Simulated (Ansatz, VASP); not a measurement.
**Os in VASP and in Ansatz**

```xyz
2
Lattice="2.7394 0.0000 0.0000 -1.3697 2.3724 0.0000 0.0000 0.0000 4.3138" Properties=species:S:1:pos:R:3 pbc="T T T"
Os    0.0000    1.5816    1.0785
Os    1.3697    0.7908    3.2354
```

Alike in both runs: task single point; functional r2SCAN; k mesh 13 × 13 × 7; occupations fermi-dirac, width 0.3 eV; no spin polarisation.

|  | VASP | Ansatz |
| --- | --- | --- |
| version | VASP 6.6.1 | Ansatz 0.2.0 |
| potentials or method | VASP PAW PBE potentials, release 64 (Os), cutoff 520 eV | plane waves (500 eV) with PAW, scalar-relativistic |
| valence electrons in the cell | 16 | 32 |

```csv
,VASP,Ansatz,Ansatz less VASP
pressure (GPa),2.6,1.5,-1.07
"traceless stress, the component that is largest in VASP (GPa)",1.18,1.16,-0.026
```

VASP's potentials were made for PBE, not for r2SCAN. The functional is the same, so the differences come from potentials, cutoffs and numerics. VASP's potentials hold 16 valence electrons a cell and Ansatz's 32, so a difference there can come from the potentials and not from the codes.

Neither program's run includes spin-orbit coupling.
